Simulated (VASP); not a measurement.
# TaN (P1) in VASP: single point with PBEsol

Aim: the single point of TaN with PBEsol.

All numbers are computed with VASP 6.6.1; they aren't measurements. Logs are shortened: lines on timing, memory, paths and dates and some standing lists are left out, and cuts for length are marked.

**1. The cell of the first run**

The typed cell holds 2 atoms: a = 2.938 Å, b = 2.938 Å, c = 2.883 Å, α = 90.00°, β = 90.00°, γ = 120.00°.

**2. Single point, PBEsol (all Ta atoms moved +0.075 Å, as atom 1 along Cartesian [1 1 1])**

INCAR

```
SYSTEM = TaN
  PREC = Accurate
  ENCUT = 520
  EDIFF = 1E-6
  ISMEAR = 0
  SIGMA = 0.15
  LREAL = .False.
  LASPH = .True.
  NELM = 80
  ALGO = Normal
  ISIF = 2
  LWAVE = .False.
  LCHARG = .True.
  GGA = PS
  LELF = .True.
  LVHAR = .True.
  NBANDS = 15
```

KPOINTS

```
Automatic mesh
0
Gamma
  18 18 16
  0 0 0
```

POSCAR

```
TaN
1.0
    2.9379988584      0.0000000000      0.0000000000
   -1.4689994292      2.5443816477      0.0000000000
    0.0000000000      0.0000000000      2.8830000000
Ta N
1 1
Direct
    0.3565808816      0.6836850531      0.5150195179
    0.0000000000      0.0000000000      0.0000000000
```

Potentials or basis: VASP PAW PBE potentials, release 64 (Ta_pv, N).

Launch:

```
> cat potpaw_PBE.64/Ta_pv/POTCAR potpaw_PBE.64/N/POTCAR > POTCAR
> mpirun -np 1 vasp_std > vasp.out
```

OUTCAR:

```text
SYSTEM = TaN
   PREC = Accurate
   ENCUT = 520
   EDIFF = 1E-6
   ISMEAR = 0
   LREAL = .False.
   LASPH = .True.
   NELM = 80
   ISIF = 2
   GGA = PS

 ion  position               nearest neighbor table
   1  0.357  0.684  0.515-   2 2.15   2 2.21   2 2.21   2 2.23   2 2.27   2 2.29
   2  0.000  0.000  0.000-   1 2.15   1 2.21   1 2.21   1 2.23   1 2.27   1 2.29

  LATTYP: Found a hexagonal cell.
 ALAT       =     2.9379988584
 C/A-ratio  =     0.9812801635

  Lattice vectors:

 A1 = (   2.9379988584,   0.0000000000,   0.0000000000)
 A2 = (  -1.4689994292,   2.5443816477,   0.0000000000)
 A3 = (   0.0000000000,   0.0000000000,   2.8830000000)

Analysis of symmetry for initial positions (statically):
=====================================================================
 Subroutine PRICEL returns:
 Original cell was already a primitive cell.

 Routine SETGRP: Setting up the symmetry group for a
 hexagonal supercell.

 Subroutine GETGRP returns: Found  1 space group operations
 (whereof  1 operations were pure point group operations)
 out of a pool of 24 trial point group operations.

The static configuration has the point symmetry C_1 .

Analysis of symmetry for dynamics (positions and initial velocities):
=====================================================================
 Subroutine PRICEL returns:
 Original cell was already a primitive cell.

 Routine SETGRP: Setting up the symmetry group for a
 hexagonal supercell.

 Subroutine GETGRP returns: Found  1 space group operations
 (whereof  1 operations were pure point group operations)
 out of a pool of 24 trial point group operations.

The dynamic configuration has the point symmetry C_1 .

 Subroutine INISYM returns: Found  1 space group operations
 (whereof  1 operations are pure point group operations),
 and found     1 'primitive' translations

----------------------------------------------------------------------------------------

                                     Primitive cell

  volume of cell :      21.5516

  direct lattice vectors                    reciprocal lattice vectors
     2.937998858  0.000000000  0.000000000     0.340367729  0.196511400  0.000000000
    -1.468999429  2.544381648  0.000000000     0.000000000  0.393022800  0.000000000
     0.000000000  0.000000000  2.883000000     0.000000000  0.000000000  0.346860909

  length of vectors
     2.937998858  2.937998858  2.883000000     0.393022800  0.393022800  0.346860909

  position of ions in fractional coordinates (direct lattice)
     0.356580882  0.683685053  0.515019518
     0.000000000  0.000000000  0.000000000

  ion indices of the primitive-cell ions
   primitive index   ion index
                 1           1
                 2           2

----------------------------------------------------------------------------------------

 KPOINTS: Automatic mesh

Automatic generation of k-mesh.
 Grid dimensions read from file:
 generate k-points for:   18   18   16

 Generating k-lattice:

  Cartesian coordinates                     Fractional coordinates (reciprocal lattice)
     0.018909318  0.010917300  0.000000000     0.055555556 -0.000000000  0.000000000
     0.000000000  0.021834600  0.000000000     0.000000000  0.055555556  0.000000000
     0.000000000  0.000000000  0.021678807     0.000000000  0.000000000  0.062500000

  Length of vectors
     0.021834600  0.021834600  0.021678807

  Shift w.r.t. Gamma in fractional coordinates (k-lattice)
     0.000000000  0.000000000  0.000000000

 Subroutine IBZKPT returns following result:
 ===========================================

 Found   2596 irreducible k-points:

 Following reciprocal coordinates:
            Coordinates               Weight
  0.000000  0.000000  0.000000      1.000000
  0.055556  0.000000  0.000000      2.000000
  0.000000  0.055556  0.000000      2.000000
 -0.055556  0.055556  0.000000      2.000000
  0.111111  0.000000  0.000000      2.000000
  0.000000  0.111111  0.000000      2.000000
[... 16 lines left out ...]
  0.444444 -0.000000  0.000000      2.000000
  0.000000  0.444444  0.000000      2.000000
 [... further k-points ...]
   k-points           NKPTS =   2596   k-points in BZ     NKDIM =   2596   number of bands    NBANDS=     15
   number of dos      NEDOS =    301   number of ions     NIONS =      2
   total plane-waves  NPLWV =  13824
   dimension x,y,z NGX =    24 NGY =   24 NGZ =   24
   dimension x,y,z NGXF=    48 NGYF=   48 NGZF=   48
   ions per type =               1   1
   NGX,Y,Z   is equivalent  to a cutoff of  13.58, 13.58, 13.84 a.u.
   NGXF,Y,Z  is equivalent  to a cutoff of  27.16, 27.16, 27.68 a.u.
 SYSTEM =  TaN
   PREC   = accura    normal or accurate (medium, high low for compatibility)
   ISTART =      0    job   : 0-new  1-cont  2-samecut
   ICHARG =      2    charge: 1-file 2-atom 10-const
   ISPIN  =      1    spin polarized calculation?
   LNONCOLLINEAR =      F non collinear calculations
   LSORBIT =      F    spin-orbit coupling
   LASPH  =      T    aspherical Exc in radial PAW
   ENCUT  =  520.0 eV  38.22 Ry    6.18 a.u.   5.46  5.46  5.36*2*pi/ulx,y,z
   NELM   =     80;   NELMIN=  2; NELMDL= -5     # of ELM steps
   EDIFF  = 0.1E-05   stopping-criterion for ELM
   LREAL  =      F    real-space projection
   EDIFFG = 0.1E-04   stopping-criterion for IOM
   NSW    =      0    number of steps for IOM
   IBRION =     -1    ionic relax: 0-MD 1-quasi-New 2-CG
   NFREE  =      0    steps in history (QN), initial steepest desc. (CG)
   ISIF   =      2    stress and relaxation
   ISYM   =      2    0-nonsym 1-usesym 2-fastsym
   POTIM  = 0.5000    time-step for ionic-motion
   TEBEG  =    0.0;   TEEND  =   0.0 temperature during run
   PSTRESS=    0.0 pullay stress
   NELECT =      16.0000    total number of electrons
   NUPDOWN=      -1.0000    fix difference up-down
   EMIN   =  10.00;   EMAX   =-10.00  energy-range for DOS
   EFERMI =   0.00;   METHOD = LEGACY
   ISMEAR =     0;   SIGMA  =   0.15  broadening in eV -4-tet -1-fermi 0-gaus
   EFERMI_NEDOS =   21; number of points for ismear=-14 and -15
   IALGO  =     38    algorithm
   IMIX   =      4    mixing-type and parameters
     AMIX     =   0.40;   BMIX     =  1.00
     AMIX_MAG =   1.60;   BMIX_MAG =  1.00
  volume/ion in A,a.u.               =      10.78        72.72
  Fermi-wavevector in a.u.,A,eV,Ry     =   1.482366  2.801265 29.897546  2.197408
  Thomas-Fermi vector in A             =   2.596161
   LORBIT       =      0    0 simple, 1 ext, 2 COOP (PROOUT), +10 PAW based schemes
   GGA     = PS    functional components
   LHFCALC =     F    Hartree Fock is set to
   AEXX    =    0.0000 exact exchange contribution
   IVDW    =     0    specifies the selected vdW correction
   LEPSILON=     F    determine dielectric tensor
   LRPA    =     F    only Hartree local field effects (RPA)
 non-spin polarized calculation
 Gauss-broadening in eV      SIGMA  =   0.15
  energy-cutoff  :      520.00
  volume of cell :       21.55
 maximum number of plane-waves:       605
 NGX is ok and might be reduce to    24
   NGX = 11   NGY = 11   NGZ = 11

 number of electron      16.0000000 magnetization

 Free energy of the ion-electron system (eV)
  ---------------------------------------------------
  ext. energy  EPLUGINS =         0.00000000
  ---------------------------------------------------
  free energy    TOTEN  =       -23.76506724 eV

  energy without entropy =      -23.76438380  energy(sigma->0) =      -23.76472552

 E-fermi :   8.0573     XC(G=0): -13.5030

 val. band max:        8.0315041122   @ k =   0.0000   0.0000   0.4375
 cond. band min:       8.0623786143   @ k =   0.0000   0.0000   0.3750
 fundamental gap:      0.0308745021
 Fermi energy:         8.0572925852

 k-point     1 :       0.0000    0.0000    0.0000
  band No.  band energies     occupation
      1     -26.6846      2.00000
      2     -26.4207      2.00000
      3     -26.4162      2.00000
      4      -9.6445      2.00000
      5       3.4362      2.00000
      6       3.5066      2.00000
      7       3.8900      2.00000
      8       5.2652      2.00000
      9      10.1959      0.00000
     10      11.4593      0.00000
     11      11.8960      0.00000
     12      12.0823      0.00000
     13      12.2250      0.00000
     14      21.0558      0.00000
     15      21.5253      0.00000

 k-point     2 :       0.0556    0.0000    0.0000
  band No.  band energies     occupation
      1     -26.6802      2.00000
      2     -26.4508      2.00000
      3     -26.4279      2.00000
      4      -9.5770      2.00000
      5       3.2921      2.00000
      6       3.5123      2.00000
      7       3.9587      2.00000
      8       5.1672      2.00000
      9      10.4174      0.00000
     10      11.3519      0.00000
     11      11.8834      0.00000
     12      12.1673      0.00000
     13      12.2189      0.00000
     14      21.0992      0.00000
     15      21.5298      0.00000

 k-point     3 :       0.0000    0.0556    0.0000
  band No.  band energies     occupation
      1     -26.6804      2.00000
      2     -26.4539      2.00000
      3     -26.4242      2.00000
      4      -9.5807      2.00000
      5       3.2509      2.00000
      6       3.5644      2.00000
      7       3.9519      2.00000
      8       5.1848      2.00000
      9      10.4076      0.00000
     10      11.4659      0.00000
     11      11.8106      0.00000
     12      12.0592      0.00000
     13      12.2720      0.00000
     14      21.0190      0.00000
     15      21.5171      0.00000

 k-point     4 :      -0.0556    0.0556    0.0000
  band No.  band energies     occupation
      1     -26.6803      2.00000
      2     -26.4534      2.00000
      3     -26.4249      2.00000
      4      -9.5796      2.00000
      5       3.2724      2.00000
      6       3.5274      2.00000
      7       3.9664      2.00000
      8       5.1799      2.00000
      9      10.4129      0.00000
     10      11.4078      0.00000
     11      11.8460      0.00000
     12      12.0868      0.00000
     13      12.2695      0.00000
     14      21.0431      0.00000
     15      21.5204      0.00000
[... 307 lines left out ...]
 k-point    22 :      -0.3889    0.3889    0.0000
  band No.  band energies     occupation
      1     -27.3452      2.00000
      2     -26.6259      2.00000
      3     -26.5572      2.00000
      4      -7.6419      2.00000
      5       0.1211      2.00000
      6       3.1352      2.00000
      7       4.3821      2.00000
      8       5.2478      2.00000
      9      11.1467      0.00000
     10      11.2843      0.00000
     11      12.9672      0.00000
     12      13.2339      0.00000
     13      14.9038      0.00000
     14      20.8367      0.00000
     15      21.5071      0.00000

 k-point    23 :       0.4444   -0.0000    0.0000
  band No.  band energies     occupation
      1     -27.4379      2.00000
      2     -26.6499      2.00000
      3     -26.5413      2.00000
      4      -7.2864      2.00000
      5      -0.2913      2.00000
      6       2.7731      2.00000
      7       4.6098      2.00000
      8       4.9765      2.00000
      9      11.1581      0.00000
     10      11.8126      0.00000
     11      13.2329      0.00000
     12      13.6766      0.00000
     13      15.3662      0.00000
     14      19.9133      0.00000
     15      21.4863      0.00000

 k-point    24 :       0.0000    0.4444    0.0000
  band No.  band energies     occupation
      1     -27.4252      2.00000
      2     -26.6446      2.00000
      3     -26.5459      2.00000
      4      -7.4795      2.00000
      5      -0.0317      2.00000
      6       3.0672      2.00000
      7       4.4115      2.00000
      8       5.1226      2.00000
      9      11.0675      0.00000
     10      11.9107      0.00000
     11      12.9856      0.00000
     12      13.3092      0.00000
     13      15.3478      0.00000
     14      19.8356      0.00000
     15      21.4864      0.00000

 [... further k-points ...]

------------------------ aborting loop because EDIFF is reached ----------------------------------------

  FORCE on cell =-STRESS in cart. coord.  units (eV):
  Direction    XX          YY          ZZ          XY          YZ          ZX
  --------------------------------------------------------------------------------------
  -------------------------------------------------------------------------------------
  Total       -0.3672601     -0.5304073     -0.3738286      0.1088974      0.0921533      0.1013243
  in kB      -27.3027162    -39.4313436    -27.7910257      8.0956092      6.8508281      7.5326100
  external PRESSURE =     -31.5083618 kB  Pullay stress =       0.0000000 kB

 VOLUME and BASIS-vectors are now :
 -----------------------------------------------------------------------------
  energy-cutoff  :      520.00
  volume of cell :       21.55
      direct lattice vectors                 reciprocal lattice vectors
     2.937998858  0.000000000  0.000000000     0.340367729  0.196511400  0.000000000
    -1.468999429  2.544381648  0.000000000     0.000000000  0.393022800  0.000000000
     0.000000000  0.000000000  2.883000000     0.000000000  0.000000000  0.346860909

 POSITION                                       TOTAL-FORCE (eV/Angst)
 -----------------------------------------------------------------------------------
      0.04330      1.73956      1.48480        -0.592795     -0.565735     -0.611914
      0.00000      0.00000      0.00000         0.592795      0.565735      0.611914
 -----------------------------------------------------------------------------------
    total drift:                               -0.000083      0.000062     -0.000059

  FREE ENERGIE OF THE ION-ELECTRON SYSTEM (eV)
  ---------------------------------------------------
  free  energy   TOTEN  =       -23.7650672381 eV

  energy  without entropy=      -23.7643837971  energy(sigma->0) =      -23.76472552
```

Wall time 4 min (1 thread of Intel Xeon 6975P-C (Granite Rapids), shared host); peak memory 0.89 GiB.

Results:

- Free energy: -23.7651 eV
- Pressure: -3.2 GPa
- Largest force: 1.023 eV/Å
- Band gap on the k mesh: zero (bands 8 and 9 overlap by 0.24 eV)

Forces in eV/Å, atoms in the order of the input:
```
Ta  -0.593 -0.566 -0.612
N    0.593  0.566  0.612
```

Caveat: the cell differs from its parent crystal (all Ta atoms moved +0.075 Å, as atom 1 along Cartesian [1 1 1]); the cell stands under tension; the PAW data sets were made with another functional, which shifts forces and pressure a little; spin-orbit coupling is left out, which moves the levels of the heavy elements.
